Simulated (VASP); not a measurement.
# Si16Ge (a cell with a defect) in VASP: further runs

Si16Ge (a cell with a defect) is run at these levels: PBEsol; tasks: single point.

Everything below comes from runs of VASP 6.6.1. Logs are shortened: lines on timing, memory, paths and dates and some standing lists are left out, and cuts for length are marked.

### Step 1. The cell of the first run

The cell holds a defect, 17 atoms: a = 7.679 Å, b = 7.679 Å, c = 7.679 Å, α = 60.00°, β = 60.00°, γ = 60.00°.

### Step 2. Single point, PBEsol

The input, INCAR:

```
PREC     = Accurate       # precision mode
ENCUT    = 520            # plane-wave cutoff, eV
EDIFF    = 1E-7           # SCF threshold, eV
ISMEAR   = -1             # smearing method
SIGMA    = 0.05           # smearing width, eV
LREAL    = Auto         
LASPH    = T              # aspherical terms in the spheres
NELM     = 100            # most SCF steps
ALGO     = Normal         # electronic algorithm
ISIF     = 2              # what is computed and relaxed
LWAVE    = F              # write WAVECAR
LCHARG   = F              # write CHGCAR
GGA      = PS             # functional
NBANDS   = 53             # bands
```

The input, KPOINTS:

```
regular mesh
0
Gamma
  2 2 2
```

The input, POSCAR:

```
Si16Ge
1.0
    0.0000000000      5.4300000000      5.4300000000
    5.4300000000      0.0000000000      5.4300000000
    5.4300000000      5.4300000000      0.0000000000
Si Ge
16 1
Direct
    0.0017242173      0.0005113260     -0.0014188766
    0.1225232044      0.1217668508      0.1204132597
   -0.0033654696     -0.0039120626      0.5034459484
    0.1226520258      0.1218067219      0.6347043278
   -0.0037115101      0.5047663904     -0.0049291897
    0.1220789134      0.6365818600      0.1204814917
   -0.0036308471      0.5047557090      0.5034875691
    0.1274227440      0.6247175875      0.6237774401
    0.5056309392     -0.0043738490     -0.0050215470
    0.6377448435      0.1211452118      0.1204183241
    0.5056508287     -0.0043278085      0.5034285451
    0.6252570902      0.1270837937      0.6236918969
    0.5054577348      0.5044638122     -0.0050697053
    0.6250174954      0.6243644567      0.1267607735
    0.5004557090      0.5000682320      0.4996658379
    0.6250767035      0.6244085635      0.6236326888
    1.2518047882      0.2504863720      0.2485546961
```

Potentials or basis: VASP PAW PBE potentials, release 64 (Si, Ge_d).

Run with:

```bash
$ cat potpaw_PBE.64/Si/POTCAR potpaw_PBE.64/Ge_d/POTCAR > POTCAR
$ mpirun -np 1 vasp_std > vasp.out
```

OUTCAR:

```text
PREC = Accurate
   ENCUT = 520
   EDIFF = 1E-7
   ISMEAR = -1
   LREAL = Auto
   LASPH = T
   NELM = 100
   ISIF = 2
   GGA = PS

 ion  position               nearest neighbor table
   1  0.002  0.001  0.999-   4 2.28   2 2.28   6 2.28  10 2.28
   2  0.123  0.122  0.120-   1 2.28   5 2.40   3 2.40   9 2.40  17 2.42
   3  0.997  0.996  0.503-   8 2.33  12 2.33   4 2.40   2 2.40  17 2.77
   4  0.123  0.122  0.635-   1 2.28   7 2.40   3 2.40  11 2.40  17 2.42
   5  0.996  0.505  0.995-  14 2.33   8 2.33   2 2.40   6 2.40  17 2.76
   6  0.122  0.637  0.120-   1 2.28   7 2.40   5 2.40  13 2.40  17 2.42
   7  0.996  0.505  0.503-  16 2.33   8 2.33   4 2.40   6 2.40  17 2.76
   8  0.127  0.625  0.624-   5 2.33   7 2.33   3 2.33  15 2.34
   9  0.506  0.996  0.995-  14 2.33  12 2.33  10 2.40   2 2.40  17 2.76
  10  0.638  0.121  0.120-   1 2.28  11 2.40   9 2.40  13 2.40  17 2.42
  11  0.506  0.996  0.503-  16 2.33  12 2.33   4 2.40  10 2.40  17 2.76
  12  0.625  0.127  0.624-  11 2.33   9 2.33   3 2.33  15 2.34
  13  0.505  0.504  0.995-  14 2.33  16 2.33  10 2.40   6 2.40  17 2.76
  14  0.625  0.624  0.127-   9 2.33   5 2.33  13 2.33  15 2.34
  15  0.500  0.500  0.500-  14 2.34  16 2.34  12 2.34   8 2.34
  16  0.625  0.624  0.624-  11 2.33   7 2.33  13 2.33  15 2.34
  17  0.252  0.250  0.249-  10 2.42   6 2.42   2 2.42   4 2.42  13 2.76   9 2.76  11 2.76   5 2.76
                             7 2.76   3 2.77

  LATTYP: Found a face centered cubic cell.
 ALAT       =    10.8600000000

  Lattice vectors:

 A1 = (   0.0000000000,   5.4300000000,   5.4300000000)
 A2 = (   5.4300000000,   0.0000000000,   5.4300000000)
 A3 = (   5.4300000000,   5.4300000000,   0.0000000000)

Analysis of symmetry for initial positions (statically):
=====================================================================
 Subroutine PRICEL returns:
 Original cell was already a primitive cell.

 Routine SETGRP: Setting up the symmetry group for a
 face centered cubic supercell.

 Subroutine GETGRP returns: Found  1 space group operations
 (whereof  1 operations were pure point group operations)
 out of a pool of 48 trial point group operations.

The static configuration has the point symmetry C_1 .

Analysis of symmetry for dynamics (positions and initial velocities):
=====================================================================
 Subroutine PRICEL returns:
 Original cell was already a primitive cell.

 Routine SETGRP: Setting up the symmetry group for a
 face centered cubic supercell.

 Subroutine GETGRP returns: Found  1 space group operations
 (whereof  1 operations were pure point group operations)
 out of a pool of 48 trial point group operations.

The dynamic configuration has the point symmetry C_1 .

 Subroutine INISYM returns: Found  1 space group operations
 (whereof  1 operations are pure point group operations),
 and found     1 'primitive' translations

----------------------------------------------------------------------------------------

                                     Primitive cell

  volume of cell :     320.2060

  direct lattice vectors                    reciprocal lattice vectors
     0.000000000  5.430000000  5.430000000    -0.092081031  0.092081031  0.092081031
     5.430000000  0.000000000  5.430000000     0.092081031 -0.092081031  0.092081031
     5.430000000  5.430000000  0.000000000     0.092081031  0.092081031 -0.092081031

  length of vectors
     7.679179644  7.679179644  7.679179644     0.159489025  0.159489025  0.159489025

  position of ions in fractional coordinates (direct lattice)
     0.001724217  0.000511326  0.998581123
     0.122523204  0.121766851  0.120413260
     0.996634530  0.996087937  0.503445948
     0.122652026  0.121806722  0.634704328
     0.996288490  0.504766390  0.995070810
     0.122078913  0.636581860  0.120481492
[... 9 lines left out ...]
     0.625076703  0.624408563  0.623632689
     0.251804788  0.250486372  0.248554696

  ion indices of the primitive-cell ions
   primitive index   ion index
                 1           1
                 2           2
                 3           3
                 4           4
                 5           5
                 6           6
[... 9 lines left out ...]
                16          16
                17          17

----------------------------------------------------------------------------------------

 KPOINTS: regular mesh

Automatic generation of k-mesh.
 Grid dimensions read from file:
 generate k-points for:    2    2    2

 Generating k-lattice:

  Cartesian coordinates                     Fractional coordinates (reciprocal lattice)
    -0.046040516  0.046040516  0.046040516     0.500000000  0.000000000  0.000000000
     0.046040516 -0.046040516  0.046040516     0.000000000  0.500000000  0.000000000
     0.046040516  0.046040516 -0.046040516     0.000000000  0.000000000  0.500000000

  Length of vectors
     0.079744512  0.079744512  0.079744512

  Shift w.r.t. Gamma in fractional coordinates (k-lattice)
     0.000000000  0.000000000  0.000000000

 Subroutine IBZKPT returns following result:
 ===========================================

 Found      8 irreducible k-points:

 Following reciprocal coordinates:
            Coordinates               Weight
  0.000000  0.000000  0.000000      1.000000
  0.500000  0.000000  0.000000      1.000000
  0.000000  0.500000  0.000000      1.000000
  0.000000  0.000000  0.500000      1.000000
  0.500000  0.500000  0.500000      1.000000
  0.500000  0.500000  0.000000      1.000000
  0.000000  0.500000  0.500000      1.000000
  0.500000  0.000000  0.500000      1.000000
   k-points           NKPTS =      8   k-points in BZ     NKDIM =      8   number of bands    NBANDS=     53
   number of dos      NEDOS =    301   number of ions     NIONS =     17
   total plane-waves  NPLWV = 216000
   dimension x,y,z NGX =    60 NGY =   60 NGZ =   60
   dimension x,y,z NGXF=   120 NGYF=  120 NGZF=  120
   ions per type =              16   1
   NGX,Y,Z   is equivalent  to a cutoff of  12.99, 12.99, 12.99 a.u.
   NGXF,Y,Z  is equivalent  to a cutoff of  25.98, 25.98, 25.98 a.u.
 SYSTEM =  unknown system
   PREC   = accura    normal or accurate (medium, high low for compatibility)
   ISTART =      0    job   : 0-new  1-cont  2-samecut
   ICHARG =      2    charge: 1-file 2-atom 10-const
   ISPIN  =      1    spin polarized calculation?
   LNONCOLLINEAR =      F non collinear calculations
   LSORBIT =      F    spin-orbit coupling
   LASPH  =      T    aspherical Exc in radial PAW
   ENCUT  =  520.0 eV  38.22 Ry    6.18 a.u.  14.28 14.28 14.28*2*pi/ulx,y,z
   NELM   =    100;   NELMIN=  2; NELMDL= -5     # of ELM steps
   EDIFF  = 0.1E-06   stopping-criterion for ELM
   LREAL  =      T    real-space projection
   EDIFFG = 0.1E-05   stopping-criterion for IOM
   NSW    =      0    number of steps for IOM
   IBRION =     -1    ionic relax: 0-MD 1-quasi-New 2-CG
   NFREE  =      0    steps in history (QN), initial steepest desc. (CG)
   ISIF   =      2    stress and relaxation
   ISYM   =      2    0-nonsym 1-usesym 2-fastsym
   POTIM  = 0.5000    time-step for ionic-motion
   TEBEG  =    0.0;   TEEND  =   0.0 temperature during run
   PSTRESS=    0.0 pullay stress
   NELECT =      78.0000    total number of electrons
   NUPDOWN=      -1.0000    fix difference up-down
   EMIN   =  10.00;   EMAX   =-10.00  energy-range for DOS
   EFERMI =   0.00;   METHOD = LEGACY
   ISMEAR =    -1;   SIGMA  =   0.05  broadening in eV -4-tet -1-fermi 0-gaus
   EFERMI_NEDOS =   21; number of points for ismear=-14 and -15
   IALGO  =     38    algorithm
   IMIX   =      4    mixing-type and parameters
     AMIX     =   0.40;   BMIX     =  1.00
     AMIX_MAG =   1.60;   BMIX_MAG =  1.00
  volume/ion in A,a.u.               =      18.84       127.11
  Fermi-wavevector in a.u.,A,eV,Ry     =   1.022421  1.932096 14.222785  1.045345
  Thomas-Fermi vector in A             =   2.156100
   LORBIT       =      0    0 simple, 1 ext, 2 COOP (PROOUT), +10 PAW based schemes
   GGA     = PS    functional components
   LHFCALC =     F    Hartree Fock is set to
   AEXX    =    0.0000 exact exchange contribution
   IVDW    =     0    specifies the selected vdW correction
   LEPSILON=     F    determine dielectric tensor
   LRPA    =     F    only Hartree local field effects (RPA)
 non-spin polarized calculation
  energy-cutoff  :      520.00
  volume of cell :      320.21
 maximum number of plane-waves:      8646
 NGX is ok and might be reduce to    60
   NGX = 29   NGY = 29   NGZ = 29

 number of electron      77.9999999 magnetization

 Free energy of the ion-electron system (eV)
  ---------------------------------------------------
  ext. energy  EPLUGINS =         0.00000000
  ---------------------------------------------------
  free energy    TOTEN  =       -92.80391741 eV

  energy without entropy =      -92.77000094  energy(sigma->0) =      -92.78695918

 E-fermi :   6.7696     XC(G=0):  -9.8831

 val. band max:        6.5615916273   @ k =   0.0000   0.0000   0.0000
 cond. band min:       6.7980071702   @ k =   0.0000   0.0000   0.0000
 fundamental gap:      0.2364155429
 Fermi energy:         6.7696172462

 k-point     1 :       0.0000    0.0000    0.0000
  band No.  band energies     occupation
      1     -18.2565      2.00000
      2     -18.2563      2.00000
      3     -18.2563      2.00000
      4     -18.2424      2.00000
      5     -18.2422      2.00000
      6      -6.6121      2.00000
[... 43 lines left out ...]
     50       8.0114      0.00000
     51       8.9819      0.00000

 k-point     2 :       0.5000    0.0000    0.0000
  band No.  band energies     occupation
      1     -18.2565      2.00000
      2     -18.2563      2.00000
      3     -18.2563      2.00000
      4     -18.2424      2.00000
      5     -18.2422      2.00000
      6      -6.2864      2.00000
[... 43 lines left out ...]
     50       9.7292      0.00000
     51       9.8524      0.00000

 k-point     3 :       0.0000    0.5000    0.0000
  band No.  band energies     occupation
      1     -18.2565      2.00000
      2     -18.2563      2.00000
      3     -18.2563      2.00000
      4     -18.2424      2.00000
      5     -18.2422      2.00000
      6      -6.2868      2.00000
[... 43 lines left out ...]
     50       9.7309      0.00000
     51       9.8546      0.00000

 k-point     4 :       0.0000    0.0000    0.5000
  band No.  band energies     occupation
      1     -18.2565      2.00000
      2     -18.2563      2.00000
      3     -18.2563      2.00000
      4     -18.2424      2.00000
      5     -18.2422      2.00000
      6      -6.2870      2.00000
[... 43 lines left out ...]
     50       9.7309      0.00000
     51       9.8588      0.00000

 k-point     5 :       0.5000    0.5000    0.5000
  band No.  band energies     occupation
      1     -18.2565      2.00000
      2     -18.2563      2.00000
      3     -18.2563      2.00000
      4     -18.2424      2.00000
      5     -18.2422      2.00000
      6      -6.2870      2.00000
[... 43 lines left out ...]
     50       9.7310      0.00000
     51       9.8576      0.00000

 k-point     6 :       0.5000    0.5000    0.0000
  band No.  band energies     occupation
      1     -18.2565      2.00000
      2     -18.2563      2.00000
      3     -18.2563      2.00000
      4     -18.2424      2.00000
      5     -18.2422      2.00000
      6      -6.1838      2.00000
[... 43 lines left out ...]
     50      10.2125      0.00000
     51      10.2148      0.00000

 k-point     7 :       0.0000    0.5000    0.5000
  band No.  band energies     occupation
      1     -18.2565      2.00000
      2     -18.2563      2.00000
      3     -18.2563      2.00000
      4     -18.2424      2.00000
      5     -18.2422      2.00000
      6      -6.1835      2.00000
[... 43 lines left out ...]
     50      10.2123      0.00000
     51      10.2140      0.00000

 k-point     8 :       0.5000    0.0000    0.5000
  band No.  band energies     occupation
      1     -18.2565      2.00000
      2     -18.2563      2.00000
      3     -18.2563      2.00000
      4     -18.2424      2.00000
      5     -18.2422      2.00000
      6      -6.1835      2.00000
[... 43 lines left out ...]
     50      10.2124      0.00000
     51      10.2137      0.00000
 [bands above 51 left out]

------------------------ aborting loop because EDIFF is reached ----------------------------------------

  FORCE on cell =-STRESS in cart. coord.  units (eV):
  Direction    XX          YY          ZZ          XY          YZ          ZX
  --------------------------------------------------------------------------------------
  -------------------------------------------------------------------------------------
  Total        9.5229107      9.5242582      9.5186463      0.0120089     -0.0036677      0.0012911
  in kB       47.6486727     47.6554155     47.6273356      0.0600876     -0.0183517      0.0064600
  external PRESSURE =      47.6438079 kB  Pullay stress =       0.0000000 kB

 VOLUME and BASIS-vectors are now :
 -----------------------------------------------------------------------------
  energy-cutoff  :      520.00
  volume of cell :      320.21
      direct lattice vectors                 reciprocal lattice vectors
     0.000000000  5.430000000  5.430000000    -0.092081031  0.092081031  0.092081031
     5.430000000  0.000000000  5.430000000     0.092081031 -0.092081031  0.092081031
     5.430000000  5.430000000  0.000000000     0.092081031  0.092081031 -0.092081031

 POSITION                                       TOTAL-FORCE (eV/Angst)
 -----------------------------------------------------------------------------------
      5.42507      5.43166      0.01214         0.001668     -0.000326     -0.004770
      1.31504      1.31915      1.32649         0.000317      0.001536     -0.004930
      8.14247      8.14544     10.82048        -0.001471     -0.000590      0.006217
      4.10785      4.11245      1.32741         0.002283      0.000136     -0.007779
      8.14412     10.81308      8.15073        -0.003052      0.005665      0.002416
      4.11085      1.31710      4.11953        -0.003025      0.004155      0.003285
[... 9 lines left out ...]
      6.77686      6.78049      6.78470         0.002444      0.004189      0.002632
      2.70979      2.71695      2.72744         0.003887     -0.004603     -0.005449
 -----------------------------------------------------------------------------------
    total drift:                                0.003245     -0.002362     -0.002232

  FREE ENERGIE OF THE ION-ELECTRON SYSTEM (eV)
  ---------------------------------------------------
  free  energy   TOTEN  =       -92.8039174103 eV

  energy  without entropy=      -92.7700009438  energy(sigma->0) =      -92.78695918
```

Run time: 4.3 min. Hardware: 1 thread of AMD EPYC 7R43 (Zen 3), shared host; peak memory 0.46 GiB.

What came out:

- Free energy: -92.8039 eV
- Pressure: 4.8 GPa
- Largest force: 0.008 eV/Å
- Band gap on the k mesh: zero (bands 39 and 40 overlap by 0.31 eV)

Forces in eV/Å, atoms in the order of the input:
```
Si   0.002  0.000 -0.005
Si   0.000  0.002 -0.005
Si  -0.001 -0.001  0.006
Si   0.002  0.000 -0.008
Si  -0.003  0.006  0.002
Si  -0.003  0.004  0.003
Si  -0.004  0.001  0.002
Si   0.000  0.000  0.004
Si   0.004 -0.005 -0.002
Si  -0.002  0.001  0.008
Si   0.003 -0.002 -0.001
Si  -0.003  0.003  0.004
Si   0.002 -0.003 -0.006
Si  -0.005 -0.004  0.004
Si   0.002 -0.001 -0.005
Si   0.002  0.004  0.003
Ge   0.004 -0.005 -0.005
```

Caveat: the k points lie up to 0.50 Å⁻¹ apart; the PAW data sets were made with another functional, which shifts forces and pressure a little.

(Part 1 of 2 ends here.)
